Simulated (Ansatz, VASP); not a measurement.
**Two plane-wave programs on CdS**

```
Cd S
1.0
     0.00000    2.69141    2.69141
     2.69141    0.00000    2.69141
     2.69141    2.69141    0.00000
Cd S
1 1
Cartesian
  0.0000 0.0000 0.0000
  2.6914 2.6914 2.6914
```

Alike in both runs: task single point; functional PBE; k mesh 12 × 12 × 12; occupations gaussian, width 0.01 eV; no spin polarisation.

|  | VASP | Ansatz |
| --- | --- | --- |
| version | VASP 6.6.1 | Ansatz 0.2.0 |
| potentials or method | VASP PAW PBE potentials, release 64 (Cd, S), cutoff 520 eV | scalar-relativistic, plane waves, PAW |
| valence electrons in the cell | 18 | 26 |

|  | VASP | Ansatz | Ansatz less VASP |
| --- | --- | --- | --- |
| gap on the k mesh at the Fermi level (eV) | 0.25 | 0.25 | +0.008 |
| least direct gap on the mesh (eV) | 1.99 | 2.02 | +0.029 |
| pressure (GPa) | 5.7 | 5.2 | -0.52 |

The functional is the same, so the differences come from potentials, cutoffs and numerics. VASP's potentials hold 18 valence electrons a cell and Ansatz's 26, so a difference there can come from the potentials and not from the codes.
